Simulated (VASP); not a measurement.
**TiO2: single point with PBEsol**

The system is TiO2.

```
Ti O
1.0
     6.15358   -1.88347    0.00000
     6.15358    1.88347    0.00000
    -1.92833    0.00000    6.32897
Ti O
4 8
Direct
  0.90007 0.90007 0.28960
  0.19529 0.19529 0.28376
  0.09993 0.09993 0.71040
  0.80471 0.80471 0.71624
  0.36193 0.36193 0.29340
  0.26349 0.26349 0.65250
  0.86719 0.86719 0.99529
  0.73651 0.73651 0.34750
  0.94165 0.94165 0.63002
  0.13281 0.13281 0.00471
  0.63807 0.63807 0.70660
  0.05835 0.05835 0.36998
```

```yaml
Program: VASP 6.6.1
Task: single point
Functional: PBEsol
Potentials_or_basis: VASP PAW PBE potentials, release 64 (Ti_sv, O)
Cutoff: 520 eV
k_mesh: 6 × 6 × 3
Occupations: fermi-dirac, width 0.05 eV
Spin: no spin polarisation
Dipole_correction: no
Further_INCAR_settings: ALGO = Normal; EDIFF = 1e-06; NBANDS = 60
```

* Pressure: -6.1 GPa
* Largest force: 0.125 eV/Å
* Band gap on the k mesh: 2.72 eV (least direct gap 2.87 eV)

Forces in eV/Å, atoms in the order of the input:
```
Ti  -0.046  0.000 -0.020
Ti   0.007  0.000 -0.076
Ti   0.046  0.000  0.020
Ti  -0.007  0.000  0.076
O   -0.125  0.000 -0.002
O   -0.085  0.000 -0.002
O   -0.116  0.000 -0.025
O    0.085  0.000  0.002
O    0.020  0.000 -0.026
O    0.116  0.000  0.025
O    0.125  0.000  0.002
O   -0.020  0.000  0.026
```

Stress tensor (GPa, compression positive):
```
-6.09  0.00  0.03
 0.00 -5.89  0.00
 0.03  0.00 -6.25
```

Levels at points of the mesh, in eV from the valence-band top:
| k point | band 45 | band 46 | band 47 | band 48 | band 49 | band 50 | band 51 | band 52 |
| --- | --- | --- | --- | --- | --- | --- | --- | --- |
| (0.00, 0.00, 0.00) | -0.73 | -0.72 | -0.33 | -0.15 | 2.72 | 3.07 | 3.31 | 3.32 |
| (0.50, 0.00, 0.00) | -0.84 | -0.45 | -0.19 | -0.10 | 3.11 | 3.15 | 3.59 | 3.64 |
| (0.50, 0.50, 0.00) | -0.85 | -0.60 | -0.36 | -0.09 | 2.86 | 2.91 | 3.42 | 3.49 |

Wall time 14 min on 1 thread of Intel(R) Xeon(R) Platinum 8259CL CPU @ 2.50GHz (Skylake/Cascade Lake) (shared host), peak memory 0.44 GiB.

Caveat: the cell stands under tension; the PAW data sets were made with another functional, which shifts forces and pressure a little. A k mesh can miss the band edges.
